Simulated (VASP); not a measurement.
Wanted: the native input for a VASP 6.6.1 run.

```
Task                   : single point
Functional             : PBEsol
Potentials or basis    : VASP PAW PBE potentials, release 64 (Zn, S)
Cutoff                 : 520 eV
k mesh                 : 9 × 9 × 6
Occupations            : gaussian, width 0.05 eV
Spin                   : no spin polarisation
Dipole correction      : no
Further INCAR settings : ALGO = Normal; EDIFF = 1e-06; NBANDS = 26
```

The structure of ZnS lies in POSCAR:

```
ZnS
1.0
    3.7814465092      0.0000000000      0.0000000000
   -1.8907232546      3.2748287400      0.0000000000
    0.0000000000      0.0000000000      6.2087146531
Zn S
2 2
Direct
    0.3333333333      0.6666666667      0.0175222429
    0.6666666667      0.3333333333      0.5175222429
    0.3333333333      0.6666666667      0.3795575521
    0.6666666667      0.3333333333      0.8795575521
```

One way to write it, as run:

INCAR

```
PREC = Accurate
ENCUT = 520
EDIFF = 1E-6
ISMEAR = 0
SIGMA = 0.05
LREAL = False
LASPH = True
NELM = 100
ALGO = Normal
ISIF = 2
LWAVE = False
LCHARG = False
GGA = PS
NBANDS = 26
```

KPOINTS

```
Automatic mesh
0
Gamma
  9 9 6
```

Potentials or basis: VASP PAW PBE potentials, release 64 (Zn, S).

Launch:

```sh
$ cat potpaw_PBE.64/Zn/POTCAR potpaw_PBE.64/S/POTCAR > POTCAR
$ mpirun -np 1 vasp_std > vasp.out
```

Results of the run:

* Pressure: 0.4 GPa
* Largest force: 0.543 eV/Å
* Band gap on the k mesh: 2.12 eV, direct

Caveat: the PAW data sets were made with another functional, which shifts forces and pressure a little.

It took 35 s on 1 thread of Intel(R) Xeon(R) 6975P-C (Granite Rapids), on a shared host, peak memory 0.22 GiB.
